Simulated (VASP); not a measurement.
Runs of VASP 6.6.1 on C. The structure is that of space group R-3m (No. 166), or close to it. The cells are those of the table. 

| task | cell | cutoff (eV) | smearing | gap on the mesh (eV) | pressure (GPa) |
| --- | --- | --- | --- | --- | --- |
| relaxation of shape and atoms at fixed volume | relaxed from a = 3.515 Å, angles 40.6°, 2 atoms | 600 | gaussian 0.02 eV | 0.91 | 2.7 |
| single point | a = 3.639 Å, angles 39.6°, 2 atoms | 520 | gaussian 0.01 eV | (b) | 0.4 |
| single point | a = 3.300 Å, angles 43.6°, 2 atoms | 520 | gaussian 0.02 eV | 1.07 | 9.1 |
| single point | a = 3.581 Å, angles 40.2°, 2 atoms | 520 | gaussian 0.01 eV | (c) | 1.2 |
| relaxation of shape and atoms at fixed volume | relaxed from a = 3.615 Å, angles 39.6°, 2 atoms | 600 | gaussian 0.01 eV | (a) | 0.5 |

Alike in all rows: level PBE+D3(BJ); potentials or basis VASP PAW PBE potentials, release 64 (C); no spin polarisation; k mesh 12 × 12 × 12.

**Question.** Fill in the values left out.

**Answer.** (a) 0.74; (b) 0.66; (c) 0.73.

A k mesh can miss the band edges.
